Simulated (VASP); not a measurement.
The system is SnS2.

```
Sn S
1.0
     3.66891    0.00000    0.00000
    -1.83445    3.17737    0.00000
     0.00000    0.00000    5.80956
Sn S
1 2
Cartesian
  0.0000 0.0000 0.0000
  0.0000 2.1182 1.4786
  1.8345 1.0591 4.3310
```

```yaml
Program: VASP 6.6.1
Task: relaxation of cell and atoms
Functional: r2SCAN
Dispersion: rVV10
Potentials_or_basis: VASP PAW PBE potentials, release 64 (Sn_d, S)
Cutoff: 550 eV
k_mesh: 12 × 12 × 4
Occupations: fermi-dirac, width 0.02 eV
Spin: no spin polarisation
```

At the start: pressure -0.7 GPa; volume 22.57 Å³/atom.

Question: Where does the relaxation end?

Answer: Over 13 steps the energy falls by 2.9 meV/atom and the volume is 23.03 Å³/atom (+2.0 %); space group P-3m1 (No. 164, to 0.1 Å) before and after.

The path:
```csv
step,energy change (eV),largest force (eV/Å),pressure (GPa),volume (Å³)
1,0.0000,0.2397,-0.66,67.72
2,-0.0014,0.0290,1.04,66.82
3,-0.0028,0.0827,0.33,67.19
4,-0.0041,0.0598,0.24,67.46
5,-0.0061,0.0075,-0.02,68.27
6,-0.0074,0.0082,-0.03,68.47
7,-0.0084,0.0382,-0.04,68.83
8,-0.0085,0.0024,0.17,68.83
9,-0.0086,0.0033,0.13,68.83
10,-0.0087,0.0047,0.03,69.04
11,-0.0087,0.0054,0.02,69.06
12,-0.0087,0.0059,-0.03,69.09
13,-0.0087,0.0014,-0.01,69.08
```

Final structure:
```xyz
3
Lattice="3.6618 0.0000 0.0000 -1.8309 3.1712 0.0000 0.0000 0.0000 5.9488" Properties=species:S:1:pos:R:3 pbc="T T T"
Sn    0.0000    0.0000    0.0000
S     0.0000    2.1141    1.4647
S     1.8309    1.0571    4.4840
```

Caveat: the PAW data sets were made with another functional, which shifts forces and pressure a little.
